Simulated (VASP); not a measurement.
A run of VASP 6.6.1:

INCAR

```
SYSTEM = Ba3O
PREC     = Accurate       ! precision mode
ENCUT    = 910            ! plane-wave cutoff, eV
EDIFF    = 1E-6           ! SCF threshold, eV
ISMEAR   = 0              ! smearing method
SIGMA    = 0.1            ! smearing width, eV
LREAL    = .False.        ! projectors in reciprocal space
LASPH    = .True.         ! aspherical terms in the spheres
NELM     = 120            ! most SCF steps
ALGO     = Normal         ! electronic algorithm
ISIF     = 2              ! what is computed and relaxed
LWAVE    = .False.        ! write WAVECAR
LCHARG   = .False.        ! write CHGCAR
GGA      = PE             ! functional
NBANDS   = 26             ! bands
GGA_COMPAT= .False.
```

Contents of KPOINTS:

```
Automatic mesh
0
Gamma
  4 4 4
  0 0 0
```

The input POSCAR:

```
Ba3O
1.0
    4.9020516122      0.0000000000      0.0000000000
    0.0000000000      4.9020516122      0.0000000000
    0.0000000000      0.0000000000      4.9020516122
Ba O
3 1
Direct
    0.0000000000      0.5000000000      0.5000000000
    0.5000000000      0.0000000000      0.5000000000
    0.5000000000      0.5000000000      0.0000000000
    0.0000000000      0.0000000000      0.0000000000
```

Potentials or basis: VASP PAW PBE potentials, release 64 (Ba_sv, O_h).

Launch:

```console
$ cat potpaw_PBE.64/Ba_sv/POTCAR potpaw_PBE.64/O_h/POTCAR > POTCAR
$ mpirun -np 1 vasp_std > vasp.out
```

Hardware: 1 thread of Intel(R) Xeon(R) Platinum 8259CL CPU @ 2.50GHz (Skylake/Cascade Lake) (shared host).

Problem. Estimate the wall time of this run.

Solution. Wall time 66 s on 1 thread of Intel(R) Xeon(R) Platinum 8259CL CPU @ 2.50GHz (Skylake/Cascade Lake) (shared host), peak memory 0.35 GiB. Counts: scf iterations 15, k points 10.
